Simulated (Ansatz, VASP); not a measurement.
# RuWO4 in VASP and in Ansatz

```
O Ru W
1.0
     4.88601   -4.87545   -0.00001
    -4.81092   -4.80040    0.00000
    -0.03755    4.83792   -5.67117
O Ru W
16 4 4
Direct
  0.75152 0.46671 0.50139
  0.49953 0.21468 0.99741
  0.25148 0.96665 0.50130
  0.99953 0.71472 0.99739
  0.74884 0.03735 0.50139
  0.49685 0.78540 0.99742
  0.24879 0.53732 0.50129
  0.99684 0.28534 0.99739
  0.92802 0.12491 0.24939
  0.65924 0.87443 0.74937
  0.42801 0.62489 0.24936
  0.15925 0.37445 0.74939
  0.32036 0.12715 0.24940
  0.08911 0.87759 0.74937
  0.82032 0.62713 0.24936
  0.58910 0.37762 0.74939
  0.62421 0.12605 0.24944
  0.37416 0.87598 0.74935
  0.12414 0.62598 0.24931
  0.87418 0.37605 0.74940
  0.75772 0.75957 0.51645
  0.49064 0.49247 0.98232
  0.25771 0.25953 0.51644
  0.99064 0.99250 0.98232
```

Alike in both runs: functional PBE; k mesh 4 × 4 × 4; occupations gaussian, width 0.1 eV; no spin polarisation.

Ansatz relaxed the structure, and its values are those at the end. VASP's run is a single point on that final structure, the one shown.

|  | VASP | Ansatz |
| --- | --- | --- |
| version | VASP 6.6.1 | Ansatz 0.2.0 |
| potentials or method | VASP PAW PBE potentials, release 64 (O, Ru_pv, W_sv), cutoff 520 eV | scalar-relativistic, plane waves, PAW |
| valence electrons in the cell | 208 | 216 |

|  | VASP | Ansatz | Ansatz less VASP |
| --- | --- | --- | --- |
| gap on the k mesh at the Fermi level (eV) | none | none | - |
| pressure (GPa) | 1.3 | 0.0 | -1.29 |
| rms of the force components (eV/Å) | 0.067 | 0.006 | -0.0614 |

A gap of «none» marks a metal or a gap that the smearing closes. VASP's potentials hold 208 valence electrons a cell and Ansatz's 216, so a difference there can come from the potentials and not from the codes.

Spin-orbit coupling is off throughout.
